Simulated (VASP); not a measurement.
Hf, 2 atoms in the cell. The structure is hexagonal, space group P6_3/mmc (No. 194). Conventional cell: a = 2.664 Å, b = 2.664 Å, c = 4.501 Å, α = 90.00°, β = 90.00°, γ = 120.00°. Within 3.5 Å of Hf (site symmetry -6m2) lie 12 Hf at 2.66 to 2.73 Å. 

| Property | Result |
| --- | --- |
| Program | VASP 6.6.1 |
| Task | single point |
| Functional | PBEsol |
| Potentials or basis | VASP PAW PBE potentials, release 64 (Hf_pv) |
| Cutoff | 520 eV |
| k mesh | 14 × 14 × 8 |
| Occupations | fermi-dirac, width 0.08 eV |
| Spin | no spin polarisation |
| Dipole correction | no |
| Further INCAR settings | ALGO = Normal; EDIFF = 1e-07; NBANDS = 17 |

Potentials or basis: VASP PAW PBE potentials, release 64 (Hf_pv).

Command:

```bash
$ cat potpaw_PBE.64/Hf_pv/POTCAR > POTCAR
$ mpirun -np 1 vasp_std > vasp.out
```

Hardware: 1 thread of AMD EPYC 9R45 96-Core Processor (Zen 5) (shared host).

Problem. How long does it take, and how much memory?

Solution. It took 24 s on 1 thread of AMD EPYC 9R45 96-Core Processor (Zen 5), with other jobs on the host, peak memory 0.14 GiB. Counts: scf iterations 12, k points 120.
